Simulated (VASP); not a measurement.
SnSe:

```xyz
2
Lattice="0.0000 3.0281 3.0281 3.0281 0.0000 3.0281 3.0281 3.0281 0.0000" Properties=species:S:1:pos:R:3 pbc="T T T"
Sn    0.0000    0.0000    0.0000
Se    3.0281    3.0281    3.0281
```

| Property | Result |
| --- | --- |
| Program | VASP 6.6.1 |
| Task | relaxation of cell and atoms |
| Functional | LDA |
| Potentials or basis | VASP PAW LDA potentials, release 64 (Sn_d, Se) |
| Cutoff | 600 eV |
| k mesh | 6 × 6 × 6 |
| Occupations | fermi-dirac, width 0.02 eV |
| Spin | no spin polarisation |

At the start: pressure -4.3 GPa; volume 27.77 Å³/atom.

Problem. Where does the relaxation end?

Solution. Over 14 steps the energy falls by 33.5 meV/atom and the volume is 25.48 Å³/atom (-8.2 %); space group Fm-3m (No. 225, to 0.05 Å).

Step by step:
```csv
step,energy change (eV),largest force (eV/Å),pressure (GPa),volume (Å³)
1,0.0000,0.0000,-4.32,55.53
2,-0.0611,0.0000,1.58,49.73
3,-0.0670,0.0000,0.04,50.95
4,-0.0670,0.0000,-0.11,51.04
5,-0.0670,0.0000,-0.11,51.04
6,-0.0670,0.0000,-0.06,51.03
7,-0.0670,0.0000,-0.08,51.03
8,-0.0670,0.0000,-0.08,51.03
9,-0.0670,0.0000,-0.08,51.03
10,-0.0670,0.0000,-0.09,51.02
11,-0.0670,0.0000,-0.11,51.02
12,-0.0670,0.0000,-0.04,51.01
13,-0.0670,0.0000,-0.04,50.99
14,-0.0670,0.0000,0.00,50.96
```

Final structure:
```xyz
2
Lattice="0.0000 2.9426 2.9426 2.9426 0.0000 2.9426 2.9426 2.9426 0.0000" Properties=species:S:1:pos:R:3 pbc="T T T"
Sn    0.0000    0.0000    0.0000
Se    2.9426    2.9426    2.9426
```
